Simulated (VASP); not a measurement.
A run of VASP 6.6.1 is set up as follows.

Contents of INCAR:

```
PREC     = Accurate       # precision mode
ENCUT    = 520            # plane-wave cutoff, eV
EDIFF    = 1E-7           # SCF threshold, eV
ISMEAR   = 0              # smearing method
SIGMA    = 0.1            # smearing width, eV
LREAL    = F              # projectors in reciprocal space
LASPH    = T              # aspherical terms in the spheres
NELM     = 60             # most SCF steps
ALGO     = Fast           # electronic algorithm
ISIF     = 2              # what is computed and relaxed
LWAVE    = F              # write WAVECAR
LCHARG   = F              # write CHGCAR
GGA      = PE             # functional
NBANDS   = 60             # bands
```

File KPOINTS:

```
Automatic mesh
0
Gamma
  12 12 2
```

The input POSCAR:

```
AlRu7
1.0
    2.7420299039      0.0000000000      0.0000000000
   -1.3710149520      2.3746675547      0.0000000000
    0.0000000000      0.0000000000     16.9736875564
Al Ru
1 7
Direct
    0.0000000000      0.0000000000      0.0000000000
    0.3333333333      0.6666666667      0.6267145070
    0.0000000000      0.0000000000      0.5000000000
    0.3333333333      0.6666666667      0.3732854930
    0.3333333333      0.6666666667      0.8765120673
    0.0000000000      0.0000000000      0.7515020776
    0.3333333333      0.6666666667      0.1234879327
    0.0000000000      0.0000000000      0.2484979224
```

Potentials or basis: VASP PAW PBE potentials, release 64 (Al, Ru_pv).

Launch:

```sh
$ cat potpaw_PBE.64/Al/POTCAR potpaw_PBE.64/Ru_pv/POTCAR > POTCAR
$ mpirun -np 1 vasp_std > vasp.out
```

Task: Estimate the largest force.

Result: 0.004 eV/Å.

Task: Estimate the band gap on the k mesh.

Result: Zero (an odd number of electrons rules out a gap without spin polarisation).

Task: Estimate the pressure.

Result: -0.1 GPa.

Forces in eV/Å, atoms in the order of the input:
```
Al   0.000  0.000  0.000
Ru   0.000  0.000 -0.001
Ru   0.000  0.000  0.000
Ru   0.000  0.000  0.001
Ru   0.000  0.000 -0.004
Ru   0.000  0.000  0.004
Ru   0.000  0.000  0.004
Ru   0.000  0.000 -0.004
```
